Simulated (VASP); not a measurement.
Ge: single point with PBEsol

The system is Ge.

```xyz
2
Lattice="0.0000 2.8379 2.6250 2.8379 0.0000 2.6250 2.8379 2.8379 0.0000" Properties=species:S:1:pos:R:3 pbc="T T T"
Ge    2.8379    2.8379    2.6250
Ge    4.2568    4.2568    3.9376
```

This cell differs from its parent crystal: strain -0.0750 x Voigt [0, 0, 1, 0, 0, 0].

```
Program             : VASP 6.6.1
Task                : single point
Functional          : PBEsol
Potentials or basis : VASP PAW PBE potentials, release 64 (Ge_d)
Cutoff              : 520 eV
k mesh              : 18 × 18 × 18
Occupations         : gaussian, width 0.15 eV
Spin                : no spin polarisation
```

```
Pressure               : 6.0 GPa
Band gap on the k mesh : zero (bands 14 and 15 overlap by 0.51 eV)
```

Stress tensor (GPa, compression positive):
```
4.48 0.00 0.00
0.00 4.48 0.00
0.00 0.00 9.10
```

Levels at points of the mesh, in eV from the Fermi level:
| k point | band 12 | band 13 | band 14 | band 15 | band 16 | band 17 |
| --- | --- | --- | --- | --- | --- | --- |
| (0.00, 0.00, 0.00) | -0.24 | -0.24 | 0.34 | 0.54 | 2.30 | 2.68 |
| (0.50, 0.00, 0.00) | -8.00 | -1.91 | -1.21 | 0.18 | 3.43 | 4.12 |
| (0.50, 0.50, 0.00) | -8.93 | -3.75 | -3.75 | 0.11 | 0.11 | 10.03 |
| (0.50, 0.00, 0.50) | -9.35 | -3.16 | -3.16 | 0.76 | 0.76 | 9.64 |

It took 9.5 min on 1 thread of Intel Xeon 8259CL, with other jobs on the host, peak memory 0.43 GiB.

Caveat: the cell differs from its parent crystal (strain -0.0750 x Voigt [0, 0, 1, 0, 0, 0]); the cell stands under pressure; semilocal functionals underestimate gaps, and a narrow one can read as zero; the PAW data sets were made with another functional, which shifts forces and pressure a little.
